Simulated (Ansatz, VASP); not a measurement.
Hf: VASP beside Ansatz

POSCAR

```
Hf
1.0
   -1.7779250000      1.8050000000      1.8050000000
    1.7779250000     -1.8050000000      1.8050000000
    1.7779250000      1.8050000000     -1.8050000000
Hf
1
Direct
    0.0000000000      0.0000000000      0.0000000000
```

The input INCAR.step1:

```
PREC = Accurate ; ENCUT = 520
ISMEAR = 0 ; SIGMA = 0.15
LREAL = F ; LASPH = T
NELM = 60 ; NBANDS = 11
GGA = PE ; ALGO = Normal
EDIFF = 1E-4 ; LWAVE = T
LCHARG = F
```

Contents of INCAR.step2:

```
PREC = Accurate ; ENCUT = 520
EDIFF = 1E-6 ; ISMEAR = 0
SIGMA = 0.15 ; LREAL = F
LASPH = T ; NELM = 60
ALGO = Normal ; ISIF = 2
LWAVE = F ; LCHARG = F
METAGGA = R2SCAN ; LMIXTAU = T
NBANDS = 11 ; ISTART = 1
```

The input KPOINTS:

```
regular mesh
0
Gamma
  18 18 18
```

Input for Ansatz:

```yaml
crystal:
  lattice:
    - [-1.777925, 1.805, 1.805]
    - [1.777925, -1.805, 1.805]
    - [1.777925, 1.805, -1.805]
  atoms:
    - { symbol: Hf, position: [0.0, 0.0, 0.0] }
basis:
  ecutwfc: 500
kpoints:
  mp_grid: { grid: [18, 18, 18] }
hamiltonian:
  xc: r2scan
scf:
  occupations: { method: gaussian, width: 0.15 }
output:
  forces: true
  stress: true
  eigenvalues: true
```

Change from the starting cell: strain -0.0150 x Voigt [1, 0, 0, 0, 0, 0], atoms carried along.

Alike in both runs: task single point; functional r2SCAN; k mesh 18 × 18 × 18; occupations gaussian, width 0.15 eV; no spin polarisation.

|  | VASP | Ansatz |
| --- | --- | --- |
| version | VASP 6.6.1 | Ansatz 0.2.0 |
| potentials or method | VASP PAW PBE potentials, release 64 (Hf_pv), cutoff 520 eV | scalar-relativistic, plane waves, PAW |
| valence electrons in the cell | 10 | 26 |

Ansatz gave:

| Quantity | Value |
| --- | --- |
| gap on the k mesh at the Fermi level (eV) | none |
| pressure (GPa) | -4.1 |
| traceless stress, the component that is largest in VASP (GPa) | -0.65 |

Task: Which values does VASP return?

Result: gap on the k mesh at the Fermi level (eV): none; pressure (GPa): -4.5; traceless stress, the component that is largest in VASP (GPa): -0.70.

VASP's potentials were made for PBE, not for r2SCAN. A gap of «none» marks a metal or a gap that the smearing closes. VASP's potentials hold 10 valence electrons a cell and Ansatz's 26, so a difference there can come from the potentials and not from the codes.

Neither program's run includes spin-orbit coupling.
